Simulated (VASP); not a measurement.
# B: relaxation of cell and atoms with PBE

B:

```
CELL_PARAMETERS angstrom
2.45559 1.41774 1.66184
-2.45559 1.41774 1.66184
0.00000 -2.83547 1.66184
ATOMIC_POSITIONS crystal
B 0.18047 0.18047 0.18047
B 0.81953 0.81953 0.81953
B 0.66384 0.33616 0.00000
B 0.00000 0.66384 0.33616
B 0.33616 0.00000 0.66384
```

```
Program                : VASP 6.6.1
Task                   : relaxation of cell and atoms
Functional             : PBE
Potentials or basis    : VASP PAW PBE potentials, release 64 (B)
Cutoff                 : 600 eV
k mesh                 : 12 × 12 × 12
Occupations            : gaussian, width 0.1 eV
Spin                   : no spin polarisation
Dipole correction      : no
Further INCAR settings : ALGO = Normal; EDIFF = 1e-06; IBRION = 2; EDIFFG = -0.01; NSW = 100; ISIF = 3
```

| Quantity | Value |
| --- | --- |
| Relaxed volume | 6.94 Å³/atom |
| Relaxed cell | a = 3.287 Å, b = 3.287 Å, c = 3.287 Å, α = 96.77°, β = 96.77°, γ = 96.77° |
| Space group after relaxing (to 0.05 Å) | R32 (No. 155) |
| Energy gained by relaxing | 0.1 meV/atom |
| Ionic steps | 5 |
| Pressure after relaxing | -0.1 GPa |
| Largest force after relaxing | 0.004 eV/Å |

Forces in eV/Å, atoms in the order of the input:
```
B    0.000  0.000 -0.002
B    0.000  0.000  0.002
B    0.004  0.000  0.000
B   -0.002  0.003  0.000
B   -0.002 -0.003  0.000
```

Stress tensor (GPa, compression positive):
```
-0.09  0.00  0.00
 0.00 -0.09  0.00
 0.00  0.00  0.03
```

Step by step:
| step | energy change (eV) | largest force (eV/Å) | pressure (GPa) | volume (Å³) |
| --- | --- | --- | --- | --- |
| 1 | 0.0000 | 0.0359 | -0.33 | 34.71 |
| 2 | -0.0003 | 0.0301 | 0.46 | 34.64 |
| 3 | -0.0004 | 0.0277 | 0.21 | 34.66 |
| 4 | -0.0005 | 0.0115 | 0.03 | 34.69 |
| 5 | -0.0005 | 0.0036 | -0.05 | 34.70 |

Final structure:
```yaml
crystal:
  lattice:
    - [2.45747, 1.41882, 1.65883]
    - [-2.45747, 1.41882, 1.65883]
    - [0.00000, -2.83764, 1.65883]
  atoms:
    - { symbol: B, position: [0.18095, 0.18095, 0.18095] }
    - { symbol: B, position: [0.81905, 0.81905, 0.81905] }
    - { symbol: B, position: [0.66458, 0.33542, 0.00000] }
    - { symbol: B, position: [0.00000, 0.66458, 0.33542] }
    - { symbol: B, position: [0.33542, 0.00000, 0.66458] }
```

Levels at points of the mesh, in eV from the Fermi level:
```csv
k point,band 4,band 5,band 6,band 7,band 8,band 9,band 10,band 11
"(0.00, 0.00, 0.00)",-5.40,-4.51,-2.80,-2.80,0.26,0.26,6.49,6.49
"(0.50, 0.00, 0.00)",-4.89,-4.47,-3.38,-1.86,-1.52,3.99,5.12,7.71
"(0.50, 0.50, 0.00)",-8.50,-4.21,-3.30,-1.11,1.86,2.21,4.37,5.74
"(0.50, 0.50, 0.50)",-8.37,-6.10,-6.10,-5.02,-4.16,9.53,9.53,10.32
```

Run time: 3 min on 1 thread of AMD EPYC 7R43 64-Core Processor (Zen 3), on a shared host, peak memory 0.16 GiB.
